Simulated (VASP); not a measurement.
Set up this calculation in VASP 6.6.1, as the native input.

| Property | Result |
| --- | --- |
| Task | relaxation of cell and atoms |
| Functional | PBEsol |
| Potentials or basis | VASP PAW PBE potentials, release 64 (Ge_d) |
| Cutoff | 600 eV |
| k mesh | 11 × 11 × 10 |
| Occupations | fermi-dirac, width 0.05 eV |
| Spin | no spin polarisation |
| Target pressure | 5 GPa |
| Dipole correction | no |
| Further INCAR settings | ALGO = Normal; EDIFF = 1e-07; IBRION = 2; EDIFFG = -0.01; NSW = 60; ISIF = 3 |

The structure of Ge lies in POSCAR:

```
Ge
1.0
    1.3971490000     -2.6005160000      0.0000000000
    1.3971490000      2.6005160000      0.0000000000
    0.0000000000      0.0000000000      2.6982310000
Ge
1
Direct
    0.5000000000      0.5000000000      0.0000000000
```

One way to write it, as run:

INCAR

```
ALGO = Normal
EDIFF = 1E-7
EDIFFG = -0.01
ENCUT = 600
GGA = PS
IBRION = 2
ISIF = 3
ISMEAR = -1
LASPH = True
LCHARG = False
LREAL = False
LWAVE = False
NELM = 100
NSW = 60
PREC = Accurate
PSTRESS = 50.0
SIGMA = 0.05
```

KPOINTS

```
k-points
0
Gamma
  11 11 10
```

Potentials or basis: VASP PAW PBE potentials, release 64 (Ge_d).

The run is started by

```bash
$ cat potpaw_PBE.64/Ge_d/POTCAR > POTCAR
$ mpirun -np 1 vasp_std > vasp.out
```

It gave:

```yaml
Relaxed_volume: 17.38 Å³/atom
Relaxed_cell: a = 2.783 Å, b = 2.783 Å, c = 2.618 Å, α = 90.00°, β = 90.00°, γ = 121.03°
Space_group_after_relaxing_to_0.05_Å: Cmmm (No. 65)
Energy_change_on_relaxing_the_enthalpy_is_what_falls: -5.1 meV/atom
Ionic_steps: 12
Pressure_after_relaxing: 5.0 GPa
Band_gap_on_the_k_mesh: zero (band 7 reaches 14.54 eV, above the bottom of band 8 at 4.72 eV)
```

Caveat: the cell is relaxed towards a set pressure, so the enthalpy falls and the energy may rise; the PAW data sets were made with another functional, which shifts forces and pressure a little.

Run time: 2.2 min on 1 thread of Intel(R) Xeon(R) Platinum 8488C (Sapphire Rapids), with other jobs on the host, peak memory 0.19 GiB.
